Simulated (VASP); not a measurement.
Wanted: the native input for a VASP 6.6.1 run.

```
Task                   : electric field gradients
Functional             : PBE
Potentials or basis    : VASP PAW PBE potentials, release 64 (Ag)
Cutoff                 : 400 eV
k mesh                 : 15 × 15 × 15
Occupations            : fermi-dirac, width 0.05 eV
Spin                   : no spin polarisation
Dipole correction      : no
Further INCAR settings : ALGO = Normal; EDIFF = 1e-08; NBANDS = 12
```

The structure of Ag lies in POSCAR:

```
Ag
1.0
    0.0000000000      2.0585978200      2.0124535000
    2.0585978200      0.0000000000      2.0124535000
    2.0585978200      2.0585978200      0.0000000000
Ag
1
Direct
    0.0000000000      0.0000000000      0.0000000000
```

This cell differs from its parent crystal: z stretched by -1.5 % at fixed volume.

One way to write it, as run:

INCAR

```
SYSTEM = Ag
PREC = Accurate ; ENCUT = 400
EDIFF = 1E-8 ; ISMEAR = -1
SIGMA = 0.05 ; LREAL = .False.
LASPH = .True. ; NELM = 120
ALGO = Normal ; ISIF = 2
LWAVE = .False. ; LCHARG = .False.
GGA = PE ; LEFG = .True.
NBANDS = 12 ; GGA_COMPAT = .False.
```

KPOINTS

```
Automatic mesh
0
Gamma
  15 15 15
  0 0 0
```

Potentials or basis: VASP PAW PBE potentials, release 64 (Ag).

Launch:

```console
$ cat potpaw_PBE.64/Ag/POTCAR > POTCAR
$ mpirun -np 1 vasp_std > vasp.out
```

It gave:

```json
{
  "Pressure": "4.1 GPa"
}
```

Caveat: without QUAD_EFG the Cq values of the log hold for a quadrupole moment of 1 mb, not for the nuclei.

Run time: 35 s on 1 thread of AMD EPYC 9R45 (Zen 5) (shared host), peak memory 0.12 GiB.
